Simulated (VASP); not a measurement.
Input of a VASP 6.6.1 run:

POSCAR

```
SrO
1.0
    0.0000000000      2.5803128232      2.5803128232
    2.5803128232      0.0000000000      2.5803128232
    2.5803128232      2.5803128232      0.0000000000
Sr O
1 1
Direct
    0.5000000000      0.5000000000      0.5000000000
    0.0000000000      0.0000000000      0.0000000000
```

The input INCAR.step1:

```
SYSTEM = SrO
ALGO = Normal
EDIFF = 1E-4
ENCUT = 520
GGA = PE
ISMEAR = 0
LASPH = .TRUE.
LCHARG = .FALSE.
LREAL = .FALSE.
LWAVE = .TRUE.
NBANDS = 15
NELM = 60
PREC = Accurate
SIGMA = 0.02
```

File INCAR.step2:

```
SYSTEM = SrO
ALGO = Normal
EDIFF = 1E-6
ENCUT = 520
ISIF = 2
ISMEAR = 0
ISTART = 1
LASPH = .TRUE.
LCHARG = .FALSE.
LMIXTAU = .TRUE.
LREAL = .FALSE.
LWAVE = .FALSE.
METAGGA = R2SCAN
NBANDS = 15
NELM = 60
PREC = Accurate
SIGMA = 0.02
```

File KPOINTS:

```
k-points
0
G
  8 8 8
  0 0 0
```

Potentials or basis: VASP PAW PBE potentials, release 64 (Sr_sv, O).

Run with:

```bash
$ cat potpaw_PBE.64/Sr_sv/POTCAR potpaw_PBE.64/O/POTCAR > POTCAR
$ cp INCAR.step1 INCAR
$ mpirun -np 1 vasp_std > vasp.out
$ cp INCAR.step2 INCAR
$ mpirun -np 1 vasp_std > vasp.out
```

**Question.** Estimate the band gap on the k mesh.

**Answer.** 3.75 eV, indirect (least direct gap 3.84 eV).

**Question.** Estimate the pressure.

**Answer.** 0.5 GPa.

Caveat: the PAW data sets were made with another functional, which shifts forces and pressure a little. r2SCAN opens gaps a little over a GGA but as a rule still falls short of measured ones.
